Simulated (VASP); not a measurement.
# Rh (Fm-3m) in VASP: further runs, part 2 of 2

VASP 6.6.1. The steps go on from the part before.

## (3) Relaxation of cell and atoms, LDA, target pressure 2 GPa, at which the enthalpy is minimised

The input, INCAR:

```
PREC     = Accurate       # precision mode
ENCUT    = 600            # plane-wave cutoff, eV
EDIFF    = 1E-7           # SCF threshold, eV
ISMEAR   = 0              # smearing method
SIGMA    = 0.1            # smearing width, eV
LREAL    = False          # projectors in reciprocal space
LASPH    = True           # aspherical terms in the spheres
NELM     = 60             # most SCF steps
ALGO     = Normal         # electronic algorithm
ISIF     = 3              # what is computed and relaxed
LWAVE    = False          # write WAVECAR
LCHARG   = False          # write CHGCAR
IBRION   = 2              # ionic algorithm
NSW      = 80             # ionic steps
EDIFFG   = -0.1           # ionic threshold
PSTRESS  = 20.0
```

The input, KPOINTS:

```
regular mesh
0
Gamma
  9 9 9
```

The input, POSCAR:

```
Rh
1.0
    0.0000000000      1.8978500000      1.8978500000
    1.8978500000      0.0000000000      1.8978500000
    1.8978500000      1.8978500000      0.0000000000
Rh
1
Direct
    0.0000000000      0.0000000000      0.0000000000
```

Potentials or basis: VASP PAW LDA potentials, release 64 (Rh_pv).

The run is started by

```bash
cat potpaw_LDA.64/Rh_pv/POTCAR > POTCAR
mpirun -np 1 vasp_std > vasp.out
```

OUTCAR:

```text
PREC = Accurate
   ENCUT = 600
   EDIFF = 1E-7
   ISMEAR = 0
   LREAL = False
   LASPH = True
   NELM = 60
   ISIF = 3
   IBRION = 2
   NSW = 80
   EDIFFG = -0.1
   PSTRESS = 20.0

 ion  position               nearest neighbor table
   1  0.000  0.000  0.000-

  LATTYP: Found a face centered cubic cell.
 ALAT       =     3.7957000000

  Lattice vectors:

 A1 = (   0.0000000000,   1.8978500000,   1.8978500000)
 A2 = (   1.8978500000,   0.0000000000,   1.8978500000)
 A3 = (   1.8978500000,   1.8978500000,   0.0000000000)

Analysis of symmetry for initial positions (statically):
=====================================================================
 Subroutine PRICEL returns:
 Original cell was already a primitive cell.

 Routine SETGRP: Setting up the symmetry group for a
 face centered cubic supercell.

 Subroutine GETGRP returns: Found 48 space group operations
 (whereof 48 operations were pure point group operations)
 out of a pool of 48 trial point group operations.

The static configuration has the point symmetry O_h .

Analysis of symmetry for dynamics (positions and initial velocities):
=====================================================================
 Subroutine PRICEL returns:
 Original cell was already a primitive cell.

 Routine SETGRP: Setting up the symmetry group for a
 face centered cubic supercell.

 Subroutine GETGRP returns: Found 48 space group operations
 (whereof 48 operations were pure point group operations)
 out of a pool of 48 trial point group operations.

The dynamic configuration has the point symmetry O_h .

 Subroutine INISYM returns: Found 48 space group operations
 (whereof 48 operations are pure point group operations),
 and found     1 'primitive' translations

----------------------------------------------------------------------------------------

                                     Primitive cell

  volume of cell :      13.6715

  direct lattice vectors                    reciprocal lattice vectors
     0.000000000  1.897850000  1.897850000    -0.263456016  0.263456016  0.263456016
     1.897850000  0.000000000  1.897850000     0.263456016 -0.263456016  0.263456016
     1.897850000  1.897850000  0.000000000     0.263456016  0.263456016 -0.263456016

  length of vectors
     2.683965209  2.683965209  2.683965209     0.456319205  0.456319205  0.456319205

  position of ions in fractional coordinates (direct lattice)
     0.000000000  0.000000000  0.000000000

  ion indices of the primitive-cell ions
   primitive index   ion index
                 1           1

----------------------------------------------------------------------------------------

 KPOINTS: regular mesh

Automatic generation of k-mesh.
 Grid dimensions read from file:
 generate k-points for:    9    9    9

[... 45 lines left out ...]
   k-points           NKPTS =     35   k-points in BZ     NKDIM =     35   number of bands    NBANDS=     11
   number of dos      NEDOS =    301   number of ions     NIONS =      1
   total plane-waves  NPLWV =  13824
   dimension x,y,z NGX =    24 NGY =   24 NGZ =   24
   dimension x,y,z NGXF=    48 NGYF=   48 NGZF=   48
   ions per type =               1
   NGX,Y,Z   is equivalent  to a cutoff of  14.87, 14.87, 14.87 a.u.
   NGXF,Y,Z  is equivalent  to a cutoff of  29.73, 29.73, 29.73 a.u.
 SYSTEM =  unknown system
   PREC   = accura    normal or accurate (medium, high low for compatibility)
   ISTART =      0    job   : 0-new  1-cont  2-samecut
   ICHARG =      2    charge: 1-file 2-atom 10-const
   ISPIN  =      1    spin polarized calculation?
   LNONCOLLINEAR =      F non collinear calculations
   LSORBIT =      F    spin-orbit coupling
   LASPH  =      T    aspherical Exc in radial PAW
   ENCUT  =  600.0 eV  44.10 Ry    6.64 a.u.   5.36  5.36  5.36*2*pi/ulx,y,z
   NELM   =     60;   NELMIN=  2; NELMDL= -5     # of ELM steps
   EDIFF  = 0.1E-06   stopping-criterion for ELM
   LREAL  =      F    real-space projection
   EDIFFG = -.1E+00   stopping-criterion for IOM
   NSW    =     80    number of steps for IOM
   IBRION =      2    ionic relax: 0-MD 1-quasi-New 2-CG
   NFREE  =      1    steps in history (QN), initial steepest desc. (CG)
   ISIF   =      3    stress and relaxation
   ISYM   =      2    0-nonsym 1-usesym 2-fastsym
   POTIM  = 0.5000    time-step for ionic-motion
   TEBEG  =    0.0;   TEEND  =   0.0 temperature during run
   PSTRESS=   20.0 pullay stress
   NELECT =      15.0000    total number of electrons
   NUPDOWN=      -1.0000    fix difference up-down
   EMIN   =  10.00;   EMAX   =-10.00  energy-range for DOS
   EFERMI =   0.00;   METHOD = LEGACY
   ISMEAR =     0;   SIGMA  =   0.10  broadening in eV -4-tet -1-fermi 0-gaus
   EFERMI_NEDOS =   21; number of points for ismear=-14 and -15
   IALGO  =     38    algorithm
   IMIX   =      4    mixing-type and parameters
     AMIX     =   0.40;   BMIX     =  1.00
     AMIX_MAG =   1.60;   BMIX_MAG =  1.00
  volume/ion in A,a.u.               =      13.67        92.26
  Fermi-wavevector in a.u.,A,eV,Ry     =   1.688496  3.190795 38.790465  2.851019
  Thomas-Fermi vector in A             =   2.770792
   LORBIT       =      0    0 simple, 1 ext, 2 COOP (PROOUT), +10 PAW based schemes
   GGA     = CA    functional components
   LHFCALC =     F    Hartree Fock is set to
   AEXX    =    0.0000 exact exchange contribution
   IVDW    =     0    specifies the selected vdW correction
   LEPSILON=     F    determine dielectric tensor
   LRPA    =     F    only Hartree local field effects (RPA)
 conjugate gradient relaxation of ions
 non-spin polarized calculation
 Gauss-broadening in eV      SIGMA  =   0.10
  energy-cutoff  :      600.00
  volume of cell :       13.67
 maximum number of plane-waves:       469
 NGX is ok and might be reduce to    24
   NGX = 11   NGY = 11   NGZ = 11

--------------------------------------- Ionic step        1  -------------------------------------------

 number of electron      15.0000002 magnetization

 Free energy of the ion-electron system (eV)
  ---------------------------------------------------
  ext. energy  EPLUGINS =         0.00000000
  ---------------------------------------------------
  free energy    TOTEN  =        -8.66925905 eV

  energy without entropy =       -8.66376738  energy(sigma->0) =       -8.66651322

------------------------ aborting loop because EDIFF is reached ----------------------------------------

  FORCE on cell =-STRESS in cart. coord.  units (eV):
  Direction    XX          YY          ZZ          XY          YZ          ZX
  --------------------------------------------------------------------------------------
  -------------------------------------------------------------------------------------
  Total       -0.7670856     -0.7670856     -0.7670856      0.0000000      0.0000000      0.0000000
  in kB      -89.8956654    -89.8956654    -89.8956654      0.0000000      0.0000000      0.0000000
  external PRESSURE =    -109.8956654 kB  Pullay stress =      20.0000000 kB
[... 61 lines left out ...]
--------------------------------------- Ionic step        3  -------------------------------------------

 number of electron      15.0000001 magnetization

 Free energy of the ion-electron system (eV)
  ---------------------------------------------------
  ext. energy  EPLUGINS =         0.00000000
  ---------------------------------------------------
  free energy    TOTEN  =        -8.68087704 eV

  energy without entropy =       -8.67570912  energy(sigma->0) =       -8.67829308

 E-fermi :  12.4070     XC(G=0): -14.6159

 val. band max:       12.3200001049   @ k =   0.3333   0.2222   0.0000
 cond. band min:      12.4070976596   @ k =  -0.3333   0.3333   0.0000
 fundamental gap:      0.0870975547
 Fermi energy:        12.4069660015

 k-point     1 :       0.0000    0.0000    0.0000
  band No.  band energies     occupation
      1     -33.7684      2.00000
      2     -33.7684      2.00000
      3     -33.7684      2.00000
      4       4.1515      2.00000
      5       9.1677      2.00000
      6       9.1677      2.00000
      7       9.1677      2.00000
      8      11.4189      2.00000
      9      11.4189      2.00000
     10      28.4040      0.00000
     11      32.6821      0.00000
[... 309 lines left out ...]
 k-point    24 :       0.4444    0.4444    0.0000
  band No.  band energies     occupation
      1     -34.5522      2.00000
      2     -34.0725      2.00000
      3     -34.0725      2.00000
      4       5.8267      2.00000
      5       6.1886      2.00000
      6      13.0172      0.00000
      7      13.3327      0.00000
      8      13.3327      0.00000
      9      15.0843      0.00000
     10      26.0379      0.00000
     11      26.3254      0.00000

 [... further k-points ...]

------------------------ aborting loop because EDIFF is reached ----------------------------------------

  FORCE on cell =-STRESS in cart. coord.  units (eV):
  Direction    XX          YY          ZZ          XY          YZ          ZX
  --------------------------------------------------------------------------------------
  -------------------------------------------------------------------------------------
  Total        0.1248334      0.1248334      0.1248334     -0.0000000      0.0000000     -0.0000000
  in kB       15.1551857     15.1551857     15.1551857     -0.0000000      0.0000000     -0.0000000
  external PRESSURE =      -4.8448143 kB  Pullay stress =      20.0000000 kB
[... 20 lines left out ...]
  energy  without entropy=       -8.6757091156  energy(sigma->0) =       -8.67829308

  enthalpy is  TOTEN    =        -8.5161368761 eV   P V=        0.1647401619

 reached required accuracy - stopping structural energy minimisation
```

It took 6.6 s on 1 thread of Intel Xeon 6975P-C (Granite Rapids), shared host; peak memory 0.14 GiB.

What came out:

| Property | Result |
| --- | --- |
| Free energy | -8.6809 eV |
| Relaxed volume | 13.20 Å³/atom |
| Relaxed cell | a = 2.653 Å, b = 2.653 Å, c = 2.653 Å, α = 60.00°, β = 60.00°, γ = 60.00° |
| Space group after relaxing (to 0.05 Å) | Fm-3m (No. 225) |
| Energy change on relaxing (the enthalpy is what falls) | -11.6 meV/atom |
| Ionic steps | 3 |
| Pressure after relaxing | 1.5 GPa |

Step by step:
| step | energy change (eV) | largest force (eV/Å) | pressure (GPa) | volume (Å³) |
| --- | --- | --- | --- | --- |
| 1 | 0.0000 | 0.0000 | -8.99 | 13.67 |
| 2 | 0.1605 | 0.0000 | 45.28 | 11.90 |
| 3 | -0.0116 | 0.0000 | 1.52 | 13.20 |

Final structure:
```xyz
1
Lattice="0.0000 1.8756 1.8756 1.8756 0.0000 1.8756 1.8756 1.8756 0.0000" Properties=species:S:1:pos:R:3 pbc="T T T"
Rh    0.0000    0.0000    0.0000
```

Caveat: the cell is relaxed towards a set pressure, so the enthalpy falls and the energy may rise. LDA usually gives volumes a few per cent too small.

## (4) Relaxation of cell and atoms, LDA, target pressure 4 GPa, at which the enthalpy is minimised

The input, INCAR:

```
SYSTEM = Rh
ALGO     = Normal         ! electronic algorithm
EDIFF    = 1E-6           ! SCF threshold, eV
EDIFFG   = -0.1           ! ionic threshold
ENCUT    = 600            ! plane-wave cutoff, eV
IBRION   = 2              ! ionic algorithm
ISIF     = 3              ! what is computed and relaxed
ISMEAR   = 0              ! smearing method
LASPH    = .True.         ! aspherical terms in the spheres
LCHARG   = .False.        ! write CHGCAR
LREAL    = .False.        ! projectors in reciprocal space
LWAVE    = .False.        ! write WAVECAR
NELM     = 60             ! most SCF steps
NSW      = 80             ! ionic steps
PREC     = Accurate       ! precision mode
PSTRESS  = 40.0         
SIGMA    = 0.1            ! smearing width, eV
```

The input, KPOINTS:

```
k-points
0
Gamma
  9 9 9
  0 0 0
```

POSCAR is that of step 3.

The run is started by

```bash
cat potpaw_LDA.64/Rh_pv/POTCAR > POTCAR
mpirun -np 1 vasp_std > vasp.out
```

Run time: 6.6 s. Hardware: 1 thread of Intel Xeon 6975P-C (Granite Rapids), shared host; peak memory 0.14 GiB.

The run converged. Its results:

```yaml
Free_energy: -8.6798 eV
Relaxed_volume: 13.13 Å³/atom
Relaxed_cell: a = 2.648 Å, b = 2.648 Å, c = 2.648 Å, α = 60.00°, β = 60.00°, γ = 60.00°
Space_group_after_relaxing_to_0.05_Å: Fm-3m (No. 225)
Energy_change_on_relaxing_the_enthalpy_is_what_falls: -10.5 meV/atom
Ionic_steps: 3
Pressure_after_relaxing: 3.4 GPa
```

Step by step:
```
step  energy change (eV)  largest force (eV/Å)  pressure (GPa)  volume (Å³)
   1              0.0000                0.0000           -8.99        13.67
   2              0.2604                0.0000           59.96        11.59
   3             -0.0105                0.0000            3.39        13.13
```

Final structure:
```
Rh
1.0
     0.00000    1.87224    1.87224
     1.87224    0.00000    1.87224
     1.87224    1.87224    0.00000
Rh
1
Direct
  0.00000 0.00000 0.00000
```

Levels at points of the mesh, in eV from the Fermi level:
```tsv
k point	band 6	band 7	band 8	band 9	band 10	band 11
(0.00, 0.00, 0.00)	-3.27	-3.27	-1.00	-1.00	15.99	20.26
```

Caveat: the cell is relaxed towards a set pressure, so the enthalpy falls and the energy may rise. Zero-point motion and thermal expansion aren't in these numbers.

## (5) Relaxation of cell and atoms, LDA, target pressure 6 GPa, at which the enthalpy is minimised

The input, INCAR:

```
SYSTEM = Rh
PREC = Accurate
ENCUT = 600
EDIFF = 1E-7
ISMEAR = 0
SIGMA = 0.1
LREAL = .False.
LASPH = .True.
NELM = 80
ALGO = Normal
ISIF = 3
LWAVE = .False.
LCHARG = .False.
GGA = CA
IBRION = 2
NSW = 80
EDIFFG = -0.1
PSTRESS = 60.0
```

The input, KPOINTS:

```
regular mesh
0
Gamma
  9 9 9
  0 0 0
```

POSCAR is that of step 4.

The run is started by

```bash
cat potpaw_LDA.64/Rh_pv/POTCAR > POTCAR
mpirun -np 1 vasp_std > vasp.out
```

It took 6 s on 1 thread of Intel Xeon 6975P-C (Granite Rapids), shared host; peak memory 0.14 GiB.

Results (log left out):

* Free energy: -8.6781 eV
* Relaxed volume: 13.06 Å³/atom
* Relaxed cell: a = 2.643 Å, b = 2.643 Å, c = 2.643 Å, α = 60.00°, β = 60.00°, γ = 60.00°
* Space group after relaxing (to 0.05 Å): Fm-3m (No. 225)
* Energy change on relaxing (the enthalpy is what falls): -8.8 meV/atom
* Ionic steps: 3
* Pressure after relaxing: 5.0 GPa

Step by step:
```
step  energy change (eV)  largest force (eV/Å)  pressure (GPa)  volume (Å³)
   1              0.0000                0.0000           -8.99        13.67
   2              0.3876                0.0000           76.43        11.29
   3             -0.0088                0.0000            5.04        13.06
```

Final structure:
```yaml
crystal:
  lattice:
    - [0.00000, 1.86906, 1.86906]
    - [1.86906, 0.00000, 1.86906]
    - [1.86906, 1.86906, 0.00000]
  atoms:
    - { symbol: Rh, position: [0.00000, 0.00000, 0.00000] }
```

Levels at points of the mesh, in eV from the Fermi level:
| k point | band 6 | band 7 | band 8 | band 9 | band 10 | band 11 |
| --- | --- | --- | --- | --- | --- | --- |
| (0.00, 0.00, 0.00) | -3.29 | -3.29 | -1.00 | -1.00 | 15.98 | 20.25 |

Caveat: the cell is relaxed towards a set pressure, so the enthalpy falls and the energy may rise. Zero-point motion and thermal expansion aren't in these numbers.

## (6) Relaxation of cell and atoms, LDA, target pressure 8 GPa, at which the enthalpy is minimised

The input, INCAR:

```
PREC = Accurate ; ENCUT = 600
EDIFF = 1E-7 ; ISMEAR = 0
SIGMA = 0.1 ; LREAL = False
LASPH = True ; NELM = 100
ALGO = Normal ; ISIF = 3
LWAVE = False ; LCHARG = False
GGA = CA ; IBRION = 2
NSW = 80 ; EDIFFG = -0.1
PSTRESS = 80.0
```

The input, KPOINTS:

```
Automatic mesh
0
Gamma
  9 9 9
```

POSCAR is that of step 5.

Potentials or basis: VASP PAW LDA potentials, release 64 (Rh_pv).

The run is started by

```bash
cat potpaw_LDA.64/Rh_pv/POTCAR > POTCAR
mpirun -np 1 vasp_std > vasp.out
```

Run time: 7.9 s. Hardware: 1 thread of Intel Xeon 6975P-C (Granite Rapids), shared host; peak memory 0.14 GiB.

Results (log left out):

* Free energy: -8.6741 eV
* Relaxed volume: 12.96 Å³/atom
* Relaxed cell: a = 2.637 Å, b = 2.637 Å, c = 2.637 Å, α = 60.00°, β = 60.00°, γ = 60.00°
* Space group after relaxing (to 0.05 Å): Fm-3m (No. 225)
* Energy change on relaxing (the enthalpy is what falls): -4.9 meV/atom
* Ionic steps: 4
* Pressure after relaxing: 7.7 GPa

Step by step:
```
step  energy change (eV)  largest force (eV/Å)  pressure (GPa)  volume (Å³)
   1              0.0000                0.0000           -8.99        13.67
   2              0.5449                0.0000           95.02        11.00
   3             -0.0065                0.0000            6.72        13.00
   4             -0.0049                0.0000            7.67        12.96
```

Final structure:
```
Rh
1.0
     0.00000    1.86432    1.86432
     1.86432    0.00000    1.86432
     1.86432    1.86432    0.00000
Rh
1
Direct
  0.00000 0.00000 0.00000
```

Levels at points of the mesh, in eV from the Fermi level:
| k point | band 4 | band 5 | band 6 | band 7 | band 8 | band 9 | band 10 | band 11 |
| --- | --- | --- | --- | --- | --- | --- | --- | --- |
| (0.00, 0.00, 0.00) | -8.39 | -3.33 | -3.33 | -3.33 | -1.02 | -1.02 | 15.97 | 20.23 |

Caveat: the cell is relaxed towards a set pressure, so the enthalpy falls and the energy may rise. Zero-point motion and thermal expansion aren't in these numbers.

## (7) The runs side by side

| cell | gap on the mesh (eV) | pressure (GPa) |
| --- | --- | --- |
| relaxed | none | -0.4 |
| relaxed to 2 GPa | none | 1.5 |
| relaxed to 4 GPa | none | 3.4 |
| relaxed to 6 GPa | none | 5.0 |
| relaxed to 8 GPa | none | 7.7 |

Alike in all rows: task relaxation of cell and atoms; level LDA; potentials or basis VASP PAW LDA potentials, release 64 (Rh_pv); no spin polarisation; k mesh 9 × 9 × 9; cutoff (eV) 600; smearing gaussian 0.1 eV.

Caveats: the cell is relaxed towards a set pressure, so the enthalpy falls and the energy may rise (some runs).

Absolute energies hang on the potentials; compare differences alone.
